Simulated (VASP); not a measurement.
# HgB2H8 in VASP: further runs

HgB2H8 is run at these levels: PBE; tasks: single point.

Program: VASP 6.6.1. These are calculated values, not measurements. Logs are shortened: lines on timing, memory, paths and dates and some standing lists are left out, and cuts for length are marked.

### 1 The cell of the first run

The cell holds a molecule in a box, 11 atoms: a = 11.210 Å, b = 10.950 Å, c = 15.450 Å, α = 90.00°, β = 90.00°, γ = 90.00°.

### 2 Single point, PBE

The input, INCAR:

```
SYSTEM = HgB2H8
PREC = Accurate
ENCUT = 520
EDIFF = 1E-7
ISMEAR = 0
SIGMA = 0.01
LREAL = .False.
LASPH = .True.
NELM = 60
ALGO = Normal
ISIF = 2
LWAVE = .False.
LCHARG = .False.
GGA = PE
NBANDS = 24
```

The input, KPOINTS:

```
Automatic mesh
0
Gamma
  1 1 1
  0 0 0
```

The input, POSCAR:

```
HgB2H8
1.0
   11.2100000000      0.0000000000      0.0000000000
    0.0000000000     10.9500000000      0.0000000000
    0.0000000000      0.0000000000     15.4500000000
Hg B H
1 2 8
Direct
    0.4999331000      0.4997762600      0.4998938500
    0.5006654800      0.5236748900      0.6500757300
    0.4992007100      0.4758776300      0.3497113300
    0.5098242600      0.4477908700      0.7085249200
    0.5893354100      0.5885936100      0.6441119700
    0.4014273000      0.5703324200      0.6468932000
    0.5088001800      0.4195497700      0.6039281600
    0.4900428200      0.5517616400      0.2912621400
    0.5984397900      0.4292200900      0.3528938500
    0.4105316700      0.4109589000      0.3556750800
    0.4910660100      0.5800018300      0.3958589000
```

Potentials or basis: VASP PAW PBE potentials, release 64 (Hg, B, H).

The run is started by

```bash
$ cat potpaw_PBE.64/Hg/POTCAR potpaw_PBE.64/B/POTCAR potpaw_PBE.64/H/POTCAR > POTCAR
$ mpirun -np 1 vasp_gam > vasp.out
```

OUTCAR:

```text
SYSTEM = HgB2H8
   PREC = Accurate
   ENCUT = 520
   EDIFF = 1E-7
   ISMEAR = 0
   LREAL = .False.
   LASPH = .True.
   NELM = 60
   ISIF = 2
   GGA = PE

 ion  position               nearest neighbor table
   1  0.500  0.500  0.500-   7 1.83  11 1.83   2 2.34   3 2.34
   2  0.501  0.524  0.650-   6 1.23   5 1.23   4 1.23   7 1.35   1 2.34
   3  0.499  0.476  0.350-   9 1.23  10 1.23   8 1.23  11 1.35   1 2.34
   4  0.510  0.448  0.709-   2 1.23
   5  0.589  0.589  0.644-   2 1.23
   6  0.401  0.570  0.647-   2 1.23
   7  0.509  0.420  0.604-   2 1.35   1 1.83
   8  0.490  0.552  0.291-   3 1.23
   9  0.598  0.429  0.353-   3 1.23
  10  0.411  0.411  0.356-   3 1.23
  11  0.491  0.580  0.396-   3 1.35   1 1.83

  LATTYP: Found a simple orthorhombic cell.
 ALAT       =    10.9500000000
 B/A-ratio  =     1.0237442922
 C/A-ratio  =     1.4109589041

  Lattice vectors:

 A1 = (   0.0000000000, -10.9500000000,   0.0000000000)
 A2 = (  11.2100000000,   0.0000000000,   0.0000000000)
 A3 = (   0.0000000000,   0.0000000000,  15.4500000000)

Analysis of symmetry for initial positions (statically):
=====================================================================
 Subroutine PRICEL returns:
 Original cell was already a primitive cell.

 Routine SETGRP: Setting up the symmetry group for a
 simple orthorhombic supercell.

 Subroutine GETGRP returns: Found  2 space group operations
 (whereof  1 operations were pure point group operations)
 out of a pool of  8 trial point group operations.

The static configuration has the point symmetry C_1 .
 The point group associated with its full space group is S_2 .

Analysis of symmetry for dynamics (positions and initial velocities):
=====================================================================
 Subroutine PRICEL returns:
 Original cell was already a primitive cell.

 Routine SETGRP: Setting up the symmetry group for a
 simple orthorhombic supercell.

 Subroutine GETGRP returns: Found  2 space group operations
 (whereof  1 operations were pure point group operations)
 out of a pool of  8 trial point group operations.

The dynamic configuration has the point symmetry C_1 .
 The point group associated with its full space group is S_2 .

 Subroutine INISYM returns: Found  2 space group operations
 (whereof  1 operations are pure point group operations),
 and found     1 'primitive' translations

----------------------------------------------------------------------------------------

                                     Primitive cell

  volume of cell :    1896.4798

  direct lattice vectors                    reciprocal lattice vectors
    11.210000000  0.000000000  0.000000000     0.089206066  0.000000000  0.000000000
     0.000000000 10.950000000  0.000000000     0.000000000  0.091324201  0.000000000
     0.000000000  0.000000000 15.450000000     0.000000000  0.000000000  0.064724919

  length of vectors
    11.210000000 10.950000000 15.450000000     0.089206066  0.091324201  0.064724919

  position of ions in fractional coordinates (direct lattice)
     0.499933100  0.499776260  0.499893850
     0.500665480  0.523674890  0.650075730
     0.499200710  0.475877630  0.349711330
     0.509824260  0.447790870  0.708524920
     0.589335410  0.588593610  0.644111970
     0.401427300  0.570332420  0.646893200
     0.508800180  0.419549770  0.603928160
     0.490042820  0.551761640  0.291262140
     0.598439790  0.429220090  0.352893850
     0.410531670  0.410958900  0.355675080
     0.491066010  0.580001830  0.395858900

  ion indices of the primitive-cell ions
   primitive index   ion index
                 1           1
                 2           2
                 3           3
                 4           4
                 5           5
                 6           6
                 7           7
                 8           8
                 9           9
                10          10
                11          11

----------------------------------------------------------------------------------------

 KPOINTS: Automatic mesh

Automatic generation of k-mesh.
 Grid dimensions read from file:
 generate k-points for:    1    1    1

 Generating k-lattice:

  Cartesian coordinates                     Fractional coordinates (reciprocal lattice)
     0.089206066  0.000000000  0.000000000     1.000000000  0.000000000  0.000000000
     0.000000000  0.091324201  0.000000000     0.000000000  1.000000000  0.000000000
     0.000000000  0.000000000  0.064724919     0.000000000  0.000000000  1.000000000

  Length of vectors
     0.089206066  0.091324201  0.064724919

  Shift w.r.t. Gamma in fractional coordinates (k-lattice)
     0.000000000  0.000000000  0.000000000

 Subroutine IBZKPT returns following result:
 ===========================================

 Found      1 irreducible k-points:

 Following reciprocal coordinates:
            Coordinates               Weight
  0.000000  0.000000  0.000000      1.000000
   k-points           NKPTS =      1   k-points in BZ     NKDIM =      1   number of bands    NBANDS=     24
   number of dos      NEDOS =    301   number of ions     NIONS =     11
   total plane-waves  NPLWV = 846720
   dimension x,y,z NGX =    84 NGY =   84 NGZ =  120
   dimension x,y,z NGXF=   168 NGYF=  168 NGZF=  240
   ions per type =               1   2   8
   NGX,Y,Z   is equivalent  to a cutoff of  12.46, 12.75, 12.91 a.u.
   NGXF,Y,Z  is equivalent  to a cutoff of  24.91, 25.51, 25.82 a.u.
 SYSTEM =  HgB2H8
   PREC   = accura    normal or accurate (medium, high low for compatibility)
   ISTART =      0    job   : 0-new  1-cont  2-samecut
   ICHARG =      2    charge: 1-file 2-atom 10-const
   ISPIN  =      1    spin polarized calculation?
   LNONCOLLINEAR =      F non collinear calculations
   LSORBIT =      F    spin-orbit coupling
   LASPH  =      T    aspherical Exc in radial PAW
   ENCUT  =  520.0 eV  38.22 Ry    6.18 a.u.  20.84 20.36 28.73*2*pi/ulx,y,z
   NELM   =     60;   NELMIN=  2; NELMDL= -5     # of ELM steps
   EDIFF  = 0.1E-06   stopping-criterion for ELM
   LREAL  =      F    real-space projection
   EDIFFG = 0.1E-05   stopping-criterion for IOM
   NSW    =      0    number of steps for IOM
   IBRION =     -1    ionic relax: 0-MD 1-quasi-New 2-CG
   NFREE  =      0    steps in history (QN), initial steepest desc. (CG)
   ISIF   =      2    stress and relaxation
   ISYM   =      2    0-nonsym 1-usesym 2-fastsym
   POTIM  = 0.5000    time-step for ionic-motion
   TEBEG  =    0.0;   TEEND  =   0.0 temperature during run
   PSTRESS=    0.0 pullay stress
   NELECT =      26.0000    total number of electrons
   NUPDOWN=      -1.0000    fix difference up-down
   EMIN   =  10.00;   EMAX   =-10.00  energy-range for DOS
   EFERMI =   0.00;   METHOD = LEGACY
   ISMEAR =     0;   SIGMA  =   0.01  broadening in eV -4-tet -1-fermi 0-gaus
   EFERMI_NEDOS =   21; number of points for ismear=-14 and -15
   IALGO  =     38    algorithm
   IMIX   =      4    mixing-type and parameters
     AMIX     =   0.40;   BMIX     =  1.00
     AMIX_MAG =   1.60;   BMIX_MAG =  1.00
  volume/ion in A,a.u.               =     172.41      1163.46
  Fermi-wavevector in a.u.,A,eV,Ry     =   0.391817  0.740427  2.088773  0.153521
  Thomas-Fermi vector in A             =   1.334736
   LORBIT       =      0    0 simple, 1 ext, 2 COOP (PROOUT), +10 PAW based schemes
   GGA     = PE    functional components
   LHFCALC =     F    Hartree Fock is set to
   AEXX    =    0.0000 exact exchange contribution
   IVDW    =     0    specifies the selected vdW correction
   LEPSILON=     F    determine dielectric tensor
   LRPA    =     F    only Hartree local field effects (RPA)
 non-spin polarized calculation
 Gauss-broadening in eV      SIGMA  =   0.01
  energy-cutoff  :      520.00
  volume of cell :     1896.48
 maximum number of plane-waves:     25529
 NGX is ok and might be reduce to    84
   NGX = 41   NGY = 41   NGZ = 57

 number of electron      26.0000002 magnetization

 Free energy of the ion-electron system (eV)
  ---------------------------------------------------
  ext. energy  EPLUGINS =         0.00000000
  ---------------------------------------------------
  free energy    TOTEN  =       -39.46571444 eV

  energy without entropy =      -39.46571444  energy(sigma->0) =      -39.46571444

 E-fermi :  -7.5148     XC(G=0):  -0.9065

 val. band max:       -7.5624285291   @ k =   0.0000   0.0000   0.0000
 cond. band min:      -2.2334888463   @ k =   0.0000   0.0000   0.0000
 fundamental gap:      5.3289396828
 Fermi energy:        -7.5147764053

 k-point     1 :       0.0000    0.0000    0.0000
  band No.  band energies     occupation
      1     -15.2658      2.00000
      2     -13.5348      2.00000
      3     -12.7551      2.00000
      4     -12.2510      2.00000
      5     -11.9199      2.00000
      6     -11.9146      2.00000
[... 16 lines left out ...]
     23       1.1017      0.00000
     24       1.1704      0.00000

------------------------ aborting loop because EDIFF is reached ----------------------------------------

  FORCE on cell =-STRESS in cart. coord.  units (eV):
  Direction    XX          YY          ZZ          XY          YZ          ZX
  --------------------------------------------------------------------------------------
  -------------------------------------------------------------------------------------
  Total       -1.1884644     -0.9597718     -1.2924637     -0.0007379      0.3332635     -0.0414786
  in kB       -1.0040343     -0.8108310     -1.0918946     -0.0006234      0.2815465     -0.0350418
  external PRESSURE =      -0.9689200 kB  Pullay stress =       0.0000000 kB

 VOLUME and BASIS-vectors are now :
 -----------------------------------------------------------------------------
  energy-cutoff  :      520.00
  volume of cell :     1896.48
      direct lattice vectors                 reciprocal lattice vectors
    11.210000000  0.000000000  0.000000000     0.089206066  0.000000000  0.000000000
     0.000000000 10.950000000  0.000000000     0.000000000  0.091324201  0.000000000
     0.000000000  0.000000000 15.450000000     0.000000000  0.000000000  0.064724919

 POSITION                                       TOTAL-FORCE (eV/Angst)
 -----------------------------------------------------------------------------------
      5.60425      5.47255      7.72336         0.000000      0.000000     -0.000000
      5.61246      5.73424     10.04367        -0.000051      0.042269      0.060325
      5.59604      5.21086      5.40304         0.000051     -0.042269     -0.060325
      5.71513      4.90331     10.94671        -0.029912      0.195565     -0.238411
      6.60645      6.44510      9.95153        -0.232888     -0.168861      0.010613
      4.50000      6.24514      9.99450         0.265385     -0.127631      0.005116
      5.70365      4.59407      9.33069        -0.005016      0.063339      0.005696
      5.49338      6.04179      4.50000         0.029912     -0.195565      0.238411
      6.70851      4.69996      5.45221        -0.265385      0.127631     -0.005116
      4.60206      4.50000      5.49518         0.232888      0.168861     -0.010613
      5.50485      6.35102      6.11602         0.005016     -0.063339     -0.005696
 -----------------------------------------------------------------------------------
    total drift:                               -0.001808      0.000780      0.003030

  FREE ENERGIE OF THE ION-ELECTRON SYSTEM (eV)
  ---------------------------------------------------
  free  energy   TOTEN  =       -39.4657144442 eV

  energy  without entropy=      -39.4657144442  energy(sigma->0) =      -39.46571444
```

Run time: 3.4 min. Hardware: 1 thread of Intel Xeon Platinum 8259CL at 2.50GHz (Skylake/Cascade Lake), shared host; peak memory 1.4 GiB.

What came out:

| Quantity | Value |
| --- | --- |
| Free energy | -39.4657 eV |
| Largest force | 0.310 eV/Å |
| Gap between the frontier levels | 5.33 eV |

Forces on the atoms (eV/Å):
```
Hg   0.000  0.000  0.000
B    0.000  0.042  0.060
B    0.000 -0.042 -0.060
H   -0.030  0.196 -0.238
H   -0.233 -0.169  0.011
H    0.265 -0.128  0.005
H   -0.005  0.063  0.006
H    0.030 -0.196  0.238
H   -0.265  0.128 -0.005
H    0.233  0.169 -0.011
H    0.005 -0.063 -0.006
```

Levels at points of the mesh, in eV from the valence-band top:
```tsv
k point	band 11	band 12	band 13	band 14	band 15	band 16
(0.00, 0.00, 0.00)	-0.45	-0.15	0.00	5.33	5.83	6.34
```

Caveat: spin-orbit coupling is left out, which moves the levels of the heavy elements.

[end of part 1 of 2]
